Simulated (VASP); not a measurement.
Crystal: Ir.

```
CELL_PARAMETERS angstrom
0.00000 1.93868 1.93868
1.93868 0.00000 1.93868
1.93868 1.93868 0.00000
ATOMIC_POSITIONS crystal
Ir 0.00000 0.00000 0.00000
```

This cell differs from its parent crystal: volume 14.573 Å^3 an atom, c/a of the conventional cell 1.0000.

Base run:

- Program: VASP 6.6.1
- Functional: LDA
- Potentials or basis: VASP PAW LDA potentials, release 64 (Ir)
- Cutoff: 520 eV
- k mesh: 22 × 22 × 22
- Occupations: gaussian, width 0.15 eV
- Spin: no spin polarisation

Its results: pressure -16.2 GPa.

**Question.** The run is repeated on the same cell with these changes: potentials or basis from VASP PAW LDA potentials, release 64 (Ir) to VASP PAW LDA potentials, release 64 (Ir_sv_GW); cutoff from 520 eV to 500 eV; further incar settings from ALGO = Normal; EDIFF = 1e-07; NBANDS = 10 to ALGO = Normal; EDIFF = 1e-06; NBANDS = 14; valence electrons from 9 to 17. What comes out?

**Answer.** Pressure -20.1 GPa.
